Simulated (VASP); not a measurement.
Here is a VASP 6.6.1 calculation.

INCAR

```
SYSTEM = CaSe
PREC = Accurate
ENCUT = 520
EDIFF = 1E-7
ISMEAR = -1
SIGMA = 0.02
LREAL = .False.
LASPH = .True.
NELM = 100
ALGO = Normal
ISIF = 2
LWAVE = .False.
LCHARG = .False.
GGA = CA
NBANDS = 15
```

File KPOINTS:

```
regular mesh
0
Gamma
  6 6 6
  0 0 0
```

Contents of POSCAR:

```
CaSe
1.0
    0.0000000000      3.2089823227      3.2089823227
    3.2089823227      0.0000000000      3.2089823227
    3.2089823227      3.2089823227      0.0000000000
Ca Se
1 1
Direct
    0.0000000000      0.0000000000      0.0000000000
    0.2500000000      0.2500000000      0.2500000000
```

Potentials or basis: VASP PAW LDA potentials, release 64 (Ca_sv, Se).

Launch:

```bash
$ cat potpaw_LDA.64/Ca_sv/POTCAR potpaw_LDA.64/Se/POTCAR > POTCAR
$ mpirun -np 1 vasp_std > vasp.out
```

Task: What does it give for the pressure?

Result: 0.2 GPa.

Task: What does it give for the band gap on the k mesh?

Result: 3.15 eV (least direct gap 3.28 eV).

A k mesh can miss the band edges.
